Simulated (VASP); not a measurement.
Wanted: the native input for a VASP 6.6.1 run.

| Quantity | Value |
| --- | --- |
| Task | single point |
| Functional | PBE |
| Potentials or basis | VASP PAW PBE potentials, release 64 (Mg, Si, N) |
| Cutoff | 520 eV |
| k mesh | 4 × 4 × 4 |
| Occupations | gaussian, width 0.1 eV |
| Spin | no spin polarisation |
| Dipole correction | no |
| Further INCAR settings | ALGO = Normal; EDIFF = 1e-06; NBANDS = 20 |

The structure of MgSi4N lies in POSCAR:

```
MgSi4N
1.0
    4.7683801900      0.0000000000      0.0000000000
    0.0000000000      4.7683801900      0.0000000000
    0.0000000000      0.0000000000      4.7683801900
Mg Si N
1 4 1
Direct
    0.0000000000      0.0000000000      0.0000000000
    0.7718982500      0.7718982500      0.7718982500
    0.2281017500      0.2281017500      0.7718982500
    0.2281017500      0.7718982500      0.2281017500
    0.7718982500      0.2281017500      0.2281017500
    0.5000000000      0.5000000000      0.5000000000
```

The cell was built from a structure type or drawn by symmetry, and may not be a known phase.

These files were run (other wordings do the same):

INCAR

```
PREC = Accurate
ENCUT = 520
EDIFF = 1E-6
ISMEAR = 0
SIGMA = 0.1
LREAL = F
LASPH = T
NELM = 80
ALGO = Normal
ISIF = 2
LWAVE = F
LCHARG = T
GGA = PE
LELF = T
LVHAR = T
NBANDS = 20
```

KPOINTS

```
Automatic mesh
0
Gamma
  4 4 4
```

Potentials or basis: VASP PAW PBE potentials, release 64 (Mg, Si, N).

Launch:

```console
$ cat potpaw_PBE.64/Mg/POTCAR potpaw_PBE.64/Si/POTCAR potpaw_PBE.64/N/POTCAR > POTCAR
$ mpirun -np 1 vasp_std > vasp.out
```

It gave:

| Property | Result |
| --- | --- |
| Pressure | 24.9 GPa |
| Largest force | 13.692 eV/Å |
| Band gap on the k mesh | zero (an odd number of electrons rules out a gap without spin polarisation) |

Caveat: the cell stands under pressure; forces of over 1 eV/Å act on the atoms, so gaps and moduli don't describe the material at rest.

Run time: 28 s on 1 thread of Intel Xeon 8259CL, with other jobs on the host, peak memory 0.21 GiB.
